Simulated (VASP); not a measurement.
Write the native input for VASP 6.6.1 that does the following.

- Task: single point
- Functional: PBE
- Potentials or basis: VASP PAW PBE potentials, release 64 (Rh_pv, H)
- Cutoff: 520 eV
- k mesh: 6 × 6 × 1
- Occupations: gaussian, width 0.1 eV
- Spin: no spin polarisation
- Dipole correction: yes
- Further INCAR settings: ALGO = Fast; EDIFF = 1e-07; NBANDS = 104

The structure of HRh6 lies in POSCAR:

```
HRh6
1.0
    5.4165863251      0.0000000000      0.0000000000
   -2.7082931626      4.6909013593      0.0000000000
    0.0000000000      0.0000000000     22.2966119230
Rh H
12 2
Direct
    0.3333333333      0.1666666667      0.1793994538
    0.3333333333      0.6666666667      0.1793994538
    0.8333333333      0.1666666667      0.1793994538
    0.8333333333      0.6666666667      0.1793994538
    0.1666666667      0.3333333333      0.2757769167
    0.1666666667      0.8333333333      0.2757769167
    0.6666666667      0.3333333333      0.2757769167
    0.6666666667      0.8333333333      0.2757769167
    0.0000000000      0.0000000000      0.3721019118
    0.0000000000      0.5000000000      0.3721019118
    0.5000000000      0.0000000000      0.3721019118
    0.5000000000      0.5000000000      0.3721019118
    0.2100290039      0.4200580078      0.3922843503
    0.2899709961      0.5799419922      0.3922843503
```

The input as run:

INCAR

```
PREC = Accurate
ENCUT = 520
EDIFF = 1E-7
ISMEAR = 0
SIGMA = 0.1
LREAL = F
LASPH = T
NELM = 60
ALGO = Fast
ISIF = 2
LWAVE = F
LCHARG = F
LDIPOL = T
IDIPOL = 3
DIPOL = 0.5 0.5 0.292
GGA = PE
NBANDS = 104
```

KPOINTS

```
Automatic mesh
0
Gamma
  6 6 1
```

Potentials or basis: VASP PAW PBE potentials, release 64 (Rh_pv, H).

The run is started by

```sh
$ cat potpaw_PBE.64/Rh_pv/POTCAR potpaw_PBE.64/H/POTCAR > POTCAR
$ mpirun -np 1 vasp_std > vasp.out
```

Results of the run:

| Item | Value |
| --- | --- |
| Largest force | 8.355 eV/Å |
| Band gap on the k mesh | zero (bands 91 and 92 overlap by 0.84 eV) |

It took 53 min on 1 thread of Oxide Virtual Turin-like Processor (shared host), peak memory 0.88 GiB.
